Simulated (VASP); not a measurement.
# BN (P6_3/mmc) in VASP: further runs, part 2 of 2

VASP 6.6.1.

## (3) Vibrations by perturbation theory, PBE

This run uses another cell than the first one, of 11.61 Å³/atom.

Contents of INCAR:

```
SYSTEM = BN
  ALGO = Normal
  EDIFF = 1E-8
  ENCUT = 520
  GGA = PE
  IBRION = 8
  ISIF = 2
  ISMEAR = 0
  LASPH = .TRUE.
  LCHARG = .FALSE.
  LEPSILON = .TRUE.
  LREAL = .FALSE.
  LWAVE = .FALSE.
  NBANDS = 16
  NELM = 80
  NSW = 1
  PREC = Accurate
  SIGMA = 0.01
```

Contents of KPOINTS:

```
k-points
0
G
  12 12 4
  0 0 0
```

Contents of POSCAR:

```
BN
1.0
    2.5121519543      0.0000000029      0.0000000000
   -1.2560759797      2.1755874092      0.0000000000
    0.0000000000      0.0000000000      8.5001126313
B N
2 2
Direct
    0.3333333333      0.6666666667      0.2500000000
    0.6666666667      0.3333333333      0.7500000000
    0.3333333333      0.6666666667      0.7500000000
    0.6666666667      0.3333333333      0.2500000000
```

Potentials or basis: VASP PAW PBE potentials, release 64 (B, N).

Command:

```bash
> cat potpaw_PBE.64/B/POTCAR potpaw_PBE.64/N/POTCAR > POTCAR
> mpirun -np 1 vasp_std > vasp.out
```

OUTCAR:

```text
SYSTEM = BN
   EDIFF = 1E-8
   ENCUT = 520
   GGA = PE
   IBRION = 8
   ISIF = 2
   ISMEAR = 0
   LASPH = .TRUE.
   LEPSILON = .TRUE.
   LREAL = .FALSE.
   NELM = 80
   NSW = 1
   PREC = Accurate

 ion  position               nearest neighbor table
   1  0.333  0.667  0.250-   4 1.45   4 1.45   4 1.45
   2  0.667  0.333  0.750-   3 1.45   3 1.45   3 1.45
   3  0.333  0.667  0.750-   2 1.45   2 1.45   2 1.45
   4  0.667  0.333  0.250-   1 1.45   1 1.45   1 1.45

  LATTYP: Found a hexagonal cell.
 ALAT       =     2.5121519543
 C/A-ratio  =     3.3835981206

  Lattice vectors:

 A1 = (   2.5121519543,   0.0000000029,   0.0000000000)
 A2 = (  -1.2560759797,   2.1755874092,   0.0000000000)
 A3 = (   0.0000000000,   0.0000000000,   8.5001126313)

Analysis of symmetry for initial positions (statically):
=====================================================================
 Subroutine PRICEL returns:
 Original cell was already a primitive cell.

 Routine SETGRP: Setting up the symmetry group for a
 hexagonal supercell.

 Subroutine GETGRP returns: Found 24 space group operations
 (whereof 12 operations were pure point group operations)
 out of a pool of 24 trial point group operations.

[... 764 lines left out ...]
  x    -0.00000     0.00000     0.00000    11.64251     0.00000     0.00000
  y    11.64251   -11.64251     0.00000     0.00000     0.00000     0.00000
  z     0.00000    -0.00000     0.00000     0.00000     0.00000    -0.00000

 SECOND DERIVATIVES (NOT SYMMETRIZED)
 ------------------------------------
               1X          1Y          1Z          2X          2Y          2Z          3X          3Y          3Z          4X          4Y          4Z
  1X   -40.286432    0.000000    0.000000    0.015783   -0.000000    0.000000   -0.013491    0.000000    0.000000   40.284140   -0.000000    0.000000
  1Y     0.000000  -40.286432    0.000000   -0.000000    0.015783    0.000000    0.000000   -0.013491    0.000000   -0.000000   40.284140    0.000000
  1Z    -0.000000    0.000000  -13.982956    0.000000    0.000000    0.444806    0.000000    0.000000   -0.436646    0.000000    0.000000   13.974796
  2X     0.015783   -0.000000    0.000000  -40.286432    0.000000    0.000000   40.284140   -0.000000    0.000000   -0.013491    0.000000    0.000000
  2Y    -0.000000    0.015783    0.000000    0.000000  -40.286432    0.000000   -0.000000   40.284140    0.000000    0.000000   -0.013491    0.000000
  2Z     0.000000    0.000000    0.444806   -0.000000    0.000000  -13.982956    0.000000    0.000000   13.974796    0.000000    0.000000   -0.436646
  3X    -0.016496    0.000000    0.000000   40.290210   -0.000000    0.000000  -40.288923    0.000000    0.000000    0.015209   -0.000000    0.000000
  3Y     0.000000   -0.016496    0.000000   -0.000000   40.290210    0.000000    0.000000  -40.288923    0.000000   -0.000000    0.015209    0.000000
  3Z     0.000000    0.000000   -0.437158    0.000000   -0.000000   13.972242    0.000000    0.000000  -13.988387    0.000000    0.000000    0.453303
  4X    40.290210   -0.000000    0.000000   -0.016496    0.000000    0.000000    0.015209   -0.000000    0.000000  -40.288923    0.000000    0.000000
  4Y    -0.000000   40.290210    0.000000    0.000000   -0.016496    0.000000   -0.000000    0.015209    0.000000    0.000000  -40.288923    0.000000
  4Z     0.000000   -0.000000   13.972242    0.000000    0.000000   -0.437158    0.000000    0.000000    0.453303    0.000000    0.000000  -13.988387

 Eigenvectors and eigenvalues of the dynamical matrix
 ----------------------------------------------------

   1 f  =   40.182361 THz   252.473218 2PiTHz 1340.339276 cm-1   166.180816 meV
             X         Y         Z           dx          dy          dz
     -0.000000  1.450392  2.125028     0.150565   -0.509379    0.000000
      1.256076  0.725196  6.375084    -0.150565    0.509379    0.000000
     -0.000000  1.450392  6.375084     0.132308   -0.447613   -0.000000
      1.256076  0.725196  2.125028    -0.132308    0.447613   -0.000000
[... 71 lines left out ...]
  12 f/i=    0.001308 THz     0.008216 2PiTHz    0.043616 cm-1     0.005408 meV
             X         Y         Z           dx          dy          dz
     -0.000000  1.450392  2.125028    -0.000000    0.000000   -0.466723
      1.256076  0.725196  6.375084    -0.000000    0.000000   -0.466723
     -0.000000  1.450392  6.375084    -0.000000    0.000000   -0.531196
      1.256076  0.725196  2.125028    -0.000000    0.000000   -0.531196

--------------------------------------------------------------------------------------------------------

 MACROSCOPIC STATIC DIELECTRIC TENSOR IONIC CONTRIBUTION
 ------------------------------------------------------
           1.422663    -0.000000     0.000000
          -0.000000     1.422663    -0.000000
           0.000000    -0.000000     0.131363
 ------------------------------------------------------

 ELASTIC MODULI CONTR FROM IONIC RELAXATION (kBar)
 Direction    XX          YY          ZZ          XY          YZ          ZX
 --------------------------------------------------------------------------------
 XX       -2376.6339   2376.6339     -0.0000      0.0000      0.0000      0.0000
 YY        2376.6339  -2376.6339      0.0000      0.0000     -0.0000     -0.0000
 ZZ          -0.0000      0.0000     -0.0000     -0.0000     -0.0000     -0.0000
 XY           0.0000      0.0000     -0.0000  -2376.6339      0.0000      0.0000
 YZ           0.0000     -0.0000     -0.0000      0.0000     -0.0000     -0.0000
 ZX           0.0000     -0.0000     -0.0000      0.0000     -0.0000     -0.0000
 --------------------------------------------------------------------------------

 PIEZOELECTRIC TENSOR IONIC CONTR  for field in x, y, z        (C/m^2)
          XX          YY          ZZ          XY          YZ          ZX
  --------------------------------------------------------------------------------
  x    -0.00000     0.00000     0.00000    -0.00000     0.00000     0.00000
  y     0.00000    -0.00000     0.00000    -0.00000     0.00000     0.00000
  z    -0.00000     0.00000     0.00000     0.00000     0.00000     0.00000
```

Wall time 23 min (1 thread of Intel Xeon 8259CL, shared host); peak memory 0.47 GiB.

What came out:

| Property | Result |
| --- | --- |
| Electronic dielectric tensor (diagonal) | 3.97, 3.97, 1.97 |
| Born charges (mean of the diagonal) | B +1.97; N -1.97 e |
| Highest phonon frequency at Γ, LO-TO splitting left out | 1340 cm⁻¹ |

Phonon frequencies in cm⁻¹ (negative: imaginary):
```
              q point                               frequencies
(0.000, 0.000, 0.000)  0 0 0 5 5 23 777 802 1340 1340 1340 1340
```

Electronic dielectric tensor:
```
3.97 0.00 0.00
0.00 3.97 0.00
0.00 0.00 1.97
```

Born effective charge tensors (e):
atom 1, B
```
2.71 0.00 0.00
0.00 2.71 0.00
0.00 0.00 0.48
```
atom 2, B
```
2.71 0.00 0.00
0.00 2.71 0.00
0.00 0.00 0.48
```
atom 3, N
```
-2.71  0.00  0.00
 0.00 -2.71  0.00
 0.00  0.00 -0.48
```
atom 4, N
```
-2.71  0.00  0.00
 0.00 -2.71  0.00
 0.00  0.00 -0.48
```

Caveat: this functional lacks dispersion, which binds layers or chains, so the pressure and a relaxed spacing across them are unreliable.
